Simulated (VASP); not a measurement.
## MgCdO: relaxation of cell and atoms with PBE

The system is MgCdO.

```xyz
6
Lattice="4.0163 0.0000 0.0000 0.0000 4.0163 0.0000 0.0000 0.0000 7.2510" Properties=species:S:1:pos:R:3 pbc="T T T"
Mg    0.0000    2.0082    7.1161
Mg    2.0082    0.0000    0.1348
Cd    0.0000    2.0082    3.2663
Cd    2.0082    0.0000    3.9847
O     0.0000    0.0000    0.0000
O     2.0082    2.0082    0.0000
```

The cell was built from a structure type or drawn by symmetry, and may not be a known phase.

```json
{
 "Program": "VASP 6.6.1",
 "Task": "relaxation of cell and atoms",
 "Functional": "PBE",
 "Potentials or basis": "VASP PAW PBE potentials, release 64 (Mg, Cd, O)",
 "Cutoff": "600 eV",
 "k mesh": "10 × 10 × 6",
 "Occupations": "gaussian, width 0.1 eV",
 "Spin": "no spin polarisation",
 "Dipole correction": "no",
 "Further INCAR settings": "ALGO = Normal; EDIFF = 1e-07; IBRION = 2; EDIFFG = -0.01; NSW = 100; ISIF = 3"
}
```

```json
{
  "Relaxed volume": "19.89 Å³/atom",
  "Relaxed cell": "a = 4.010 Å, b = 4.010 Å, c = 7.422 Å, α = 90.00°, β = 90.00°, γ = 90.00°",
  "Space group after relaxing (to 0.1 Å)": "P4/nmm (No. 129)",
  "Energy gained by relaxing": "0.5 meV/atom",
  "Ionic steps": "9",
  "Pressure after relaxing": "0.0 GPa",
  "Largest force after relaxing": "0.007 eV/Å",
  "Band gap on the k mesh": "zero (bands 20 and 21 overlap by 1.04 eV)"
}
```

Forces in eV/Å, atoms in the order of the input:
```
Mg   0.000  0.000  0.007
Mg   0.000  0.000 -0.007
Cd   0.000  0.000  0.005
Cd   0.000  0.000 -0.005
O    0.000  0.000  0.000
O    0.000  0.000  0.000
```

Step by step:
| step | energy change (eV) | largest force (eV/Å) | pressure (GPa) | volume (Å³) |
| --- | --- | --- | --- | --- |
| 1 | 0.0000 | 0.0215 | -0.16 | 116.96 |
| 2 | -0.0006 | 0.0133 | 0.17 | 116.64 |
| 3 | -0.0006 | 0.0131 | 0.14 | 116.67 |
| 4 | -0.0010 | 0.0144 | 0.13 | 116.87 |
| 5 | -0.0018 | 0.0176 | 0.08 | 117.49 |
| 6 | -0.0025 | 0.0252 | 0.01 | 118.72 |
| 7 | -0.0026 | 0.0273 | -0.01 | 119.06 |
| 8 | -0.0028 | 0.0221 | 0.00 | 119.13 |
| 9 | -0.0032 | 0.0071 | 0.02 | 119.35 |

Final structure:
```
Mg Cd O
1.0
     4.01003    0.00000    0.00000
     0.00000    4.01003    0.00000
     0.00000    0.00000    7.42213
Mg Cd O
2 2 2
Direct
  0.00000 0.50000 0.98548
  0.50000 0.00000 0.01452
  0.00000 0.50000 0.44856
  0.50000 0.00000 0.55144
  0.00000 0.00000 0.00000
  0.50000 0.50000 0.00000
```

Levels at points of the mesh, in eV from the Fermi level:
```csv
k point,band 17,band 18,band 19,band 20,band 21,band 22,band 23,band 24
"(0.00, 0.00, 0.00)",-1.86,-1.86,-1.68,0.19,2.10,3.14,3.14,4.34
"(0.50, 0.00, 0.00)",-3.28,-3.28,-2.76,-2.76,1.90,1.90,5.00,5.00
"(0.50, 0.50, 0.00)",-1.83,-1.83,-0.94,-0.94,-0.75,-0.75,2.47,2.47
"(0.00, 0.00, 0.50)",-1.86,-1.86,-1.68,-1.41,3.05,3.05,4.40,4.57
"(0.50, 0.00, 0.50)",-3.28,-3.28,-2.26,-2.26,1.42,1.42,5.65,5.65
"(0.50, 0.50, 0.50)",-1.83,-1.83,-1.05,-1.05,-0.49,-0.49,3.09,3.09
```

Wall time 11 min on 1 thread of Intel(R) Xeon(R) 6975P-C (Granite Rapids), with other jobs on the host, peak memory 0.45 GiB.
